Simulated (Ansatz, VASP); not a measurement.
## NiO in VASP and in Ansatz

File INCAR:

```
PREC = Accurate
ENCUT = 520
EDIFF = 1E-6
ISMEAR = 0
SIGMA = 0.15
LREAL = F
LASPH = T
NELM = 150
ALGO = Normal
ISIF = 2
LWAVE = F
LCHARG = F
ISPIN = 2
MAGMOM = 1.61 0.33
LORBIT = 11
LMAXMIX = 4
GGA = PE
NBANDS = 19
```

KPOINTS

```
regular mesh
0
Gamma
  22 22 22
```

POSCAR

```
NiO
1.0
    0.0000000000      2.0913100000      2.0913100000
    2.0913100000      0.0000000000      2.0913100000
    2.0913100000      2.0913100000      0.0000000000
Ni O
1 1
Direct
    0.0000000000      0.0000000000      0.0000000000
    0.5000000000      0.5000000000      0.5000000000
```

Input for Ansatz:

```yaml
crystal:
  lattice:
    - [0.0, 2.09131, 2.09131]
    - [2.09131, 0.0, 2.09131]
    - [2.09131, 2.09131, 0.0]
  atoms:
    - { symbol: Ni, position: [0.0, 0.0, 0.0], spin: 1.61 }
    - { symbol: O, position: [0.5, 0.5, 0.5], spin: 0.33 }
basis:
  ecutwfc: 420
kpoints:
  mp_grid: { grid: [22, 22, 22] }
hamiltonian:
  xc: pbe
scf:
  occupations: { method: gaussian, width: 0.15 }
output:
  forces: true
  stress: true
  eigenvalues: true
  populations: true
magnetization:
  spin_polarized: true
```

Alike in both runs: task single point; functional PBE; k mesh 22 × 22 × 22; occupations gaussian, width 0.15 eV; collinear spin.

|  | VASP | Ansatz |
| --- | --- | --- |
| version | VASP 6.6.1 | Ansatz 0.2.0 |
| potentials or method | VASP PAW PBE potentials, release 64 (Ni, O), cutoff 520 eV | scalar-relativistic, plane waves, PAW |
| valence electrons in the cell | 16 | 24 |

Ansatz gave:

```
gap on the k mesh at the Fermi level (eV)                     : none
pressure (GPa)                                                : 4.2
net moment per atom (μB)                                      : 0.87
size of the moment on the site where the two differ most (μB) : 0.28
```

What did VASP give for the same quantities?

gap on the k mesh at the Fermi level (eV): none; pressure (GPa): 3.7; net moment per atom (μB): 0.85; size of the moment on the site where the two differ most (μB): 0.25.

Site moments also hang on the region over which each program counts them. A gap of «none» marks a metal or a gap that the smearing closes. VASP's potentials hold 16 valence electrons a cell and Ansatz's 24, so a difference there can come from the potentials and not from the codes.
